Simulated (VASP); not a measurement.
CuO, 2 atoms in the cell. Symmetry: Pm-3m, No. 221, cubic system. The conventional cell has a = 2.553 Å, b = 2.553 Å, c = 2.553 Å, α = 90.00°, β = 90.00°, γ = 90.00°. Cu (site symmetry m-3m) has 8 O at 2.21 Å and 6 Cu at 2.55 Å within 2.9 Å. Within 2.9 Å of O (site symmetry m-3m) lie 8 Cu at 2.21 Å and 6 O at 2.55 Å. 

- Program: VASP 6.6.1
- Task: relaxation of cell and atoms
- Functional: PBE
- Potentials or basis: VASP PAW PBE potentials, release 64 (Cu_sv_GW, O)
- Cutoff: 820 eV
- k mesh: 10 × 10 × 10
- Occupations: fermi-dirac, width 0.05 eV
- Spin: no spin polarisation
- Hubbard terms: Cu d U = 1.0 eV
- Dipole correction: no
- Further INCAR settings: ALGO = Normal; EDIFF = 1e-07; IBRION = 2; EDIFFG = -0.01; NSW = 60; ISIF = 3

Potentials or basis: VASP PAW PBE potentials, release 64 (Cu_sv_GW, O).

Run with:

```sh
$ cat potpaw_PBE.64/Cu_sv_GW/POTCAR potpaw_PBE.64/O/POTCAR > POTCAR
$ mpirun -np 1 vasp_std > vasp.out
```

Hardware: 1 thread of Intel(R) Xeon(R) Platinum 8488C (Sapphire Rapids) (shared host).

Task: How long does it take, and how much memory?

Result: It took 43 s on 1 thread of Intel(R) Xeon(R) Platinum 8488C (Sapphire Rapids), with other jobs on the host, peak memory 0.18 GiB. Counts: scf iterations 38, k points 56, ion steps 3.
